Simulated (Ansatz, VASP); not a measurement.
Two plane-wave programs on Ir

```
Ir
1.0
     0.00000    2.78350    2.78350
     2.78350    0.00000    2.78350
     2.78350    2.78350    0.00000
Ir
2
Cartesian
  0.0000 0.0000 0.0000
  1.3917 1.3917 1.3917
```

Alike in both runs: functional PBE; k mesh 14 × 14 × 14; occupations gaussian, width 0.1 eV; no spin polarisation.

Ansatz relaxed the structure, and its values are those at the end. VASP's run is a single point on that final structure, the one shown.

```csv
,VASP,Ansatz
version,VASP 6.6.1,Ansatz 0.2.0
potentials or method,"VASP PAW PBE potentials, release 64 (Ir), cutoff 520 eV","scalar-relativistic, plane waves, PAW"
valence electrons in the cell,18,34
```

Ansatz gave:

| Property | Result |
| --- | --- |
| gap on the k mesh at the Fermi level (eV) | none |
| pressure (GPa) | 0.0 |

Question: Estimate VASP's values.

Answer: gap on the k mesh at the Fermi level (eV): none; pressure (GPa): -0.4.

A gap of «none» marks a metal or a gap that the smearing closes. With one functional, cell and mesh, what is left measures potentials, basis and numerics. VASP's potentials hold 18 valence electrons a cell and Ansatz's 34, so a difference there can come from the potentials and not from the codes.

Spin-orbit coupling is off throughout.
